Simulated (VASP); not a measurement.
Input of a VASP 6.6.1 run:

The input INCAR:

```
ALGO = Normal
EDIFF = 1E-6
EDIFFG = -0.002
ENCUT = 600
GGA = PS
IBRION = 2
ISIF = 3
ISMEAR = 0
LASPH = T
LCHARG = F
LREAL = F
LWAVE = F
NELM = 80
NSW = 100
PREC = Accurate
PSTRESS = 40.0
SIGMA = 0.01
```

The input KPOINTS:

```
k-points
0
Gamma
  8 8 6
```

POSCAR

```
SiC
1.0
    3.0757704001      0.0000000000      0.0000000000
   -1.5378852001      2.6636953027      0.0000000000
    0.0000000000      0.0000000000      5.0475326534
Si C
2 2
Direct
    0.3333333333      0.6666666667      0.0045934394
    0.6666666667      0.3333333333      0.5045934394
    0.3333333333      0.6666666667      0.3804065606
    0.6666666667      0.3333333333      0.8804065606
```

Potentials or basis: VASP PAW PBE potentials, release 64 (Si, C).

Run with:

```bash
$ cat potpaw_PBE.64/Si/POTCAR potpaw_PBE.64/C/POTCAR > POTCAR
$ mpirun -np 1 vasp_std > vasp.out
```

(1) Estimate the space group after relaxing (to 0.05 Å).

(2) Estimate the relaxed cell.

(3) Predict the band gap on the k mesh.

(4) Estimate the relaxed volume.

Results:

(1) P6_3mc (No. 186).

(2) a = 3.059 Å, b = 3.059 Å, c = 5.019 Å, α = 90.00°, β = 90.00°, γ = 120.00°.

(3) 2.35 eV, indirect (least direct gap 3.88 eV).

(4) 10.17 Å³/atom.

Caveat: the cell is relaxed towards a set pressure, so the enthalpy falls and the energy may rise; the PAW data sets were made with another functional, which shifts forces and pressure a little.
